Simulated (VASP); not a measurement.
Set up this calculation in VASP 6.6.1, as the native input.

```
Task                   : relaxation of cell and atoms
Functional             : PBE
Potentials or basis    : VASP PAW PBE potentials, release 64 (In_d, Sb)
Cutoff                 : 600 eV
k mesh                 : 12 × 12 × 12
Occupations            : gaussian, width 0.1 eV
Spin                   : no spin polarisation
Dipole correction      : no
Further INCAR settings : ALGO = Normal; EDIFF = 1e-07; IBRION = 2; EDIFFG = -0.005; NSW = 100; ISIF = 3
```

The structure of InSb lies in POSCAR:

```
InSb
1.0
    0.0000000000      3.2806402014      3.2806402014
    3.2806402014      0.0000000000      3.2806402014
    3.2806402014      3.2806402014      0.0000000000
In Sb
1 1
Direct
    0.0000000000      0.0000000000      0.0000000000
    0.2500000000      0.2500000000      0.2500000000
```

The input as run:

INCAR

```
SYSTEM = InSb
ALGO = Normal
EDIFF = 1E-7
EDIFFG = -0.005
ENCUT = 600
GGA = PE
IBRION = 2
ISIF = 3
ISMEAR = 0
LASPH = .TRUE.
LCHARG = .FALSE.
LREAL = .FALSE.
LWAVE = .FALSE.
NELM = 100
NSW = 100
PREC = Accurate
SIGMA = 0.1
```

KPOINTS

```
k-points
0
G
  12 12 12
  0 0 0
```

Potentials or basis: VASP PAW PBE potentials, release 64 (In_d, Sb).

Command:

```sh
$ cat potpaw_PBE.64/In_d/POTCAR potpaw_PBE.64/Sb/POTCAR > POTCAR
$ mpirun -np 1 vasp_std > vasp.out
```

Results of the run:

```json
{
  "Relaxed volume": "36.50 Å³/atom",
  "Relaxed cell": "a = 4.691 Å, b = 4.691 Å, c = 4.691 Å, α = 60.00°, β = 60.00°, γ = 60.00°",
  "Space group after relaxing (to 0.1 Å)": "F-43m (No. 216)",
  "Energy gained by relaxing": "4.8 meV/atom",
  "Ionic steps": "3",
  "Pressure after relaxing": "0.0 GPa",
  "Band gap on the k mesh": "zero (filled and empty bands touch)"
}
```

Caveat: semilocal functionals underestimate gaps, so a narrow gap can read as zero; spin-orbit coupling is left out, which moves the levels of the heavy elements.

Run time: 3.3 min on 1 thread of Intel(R) Xeon(R) Platinum 8259CL CPU @ 2.50GHz (Skylake/Cascade Lake), on a shared host, peak memory 0.3 GiB.
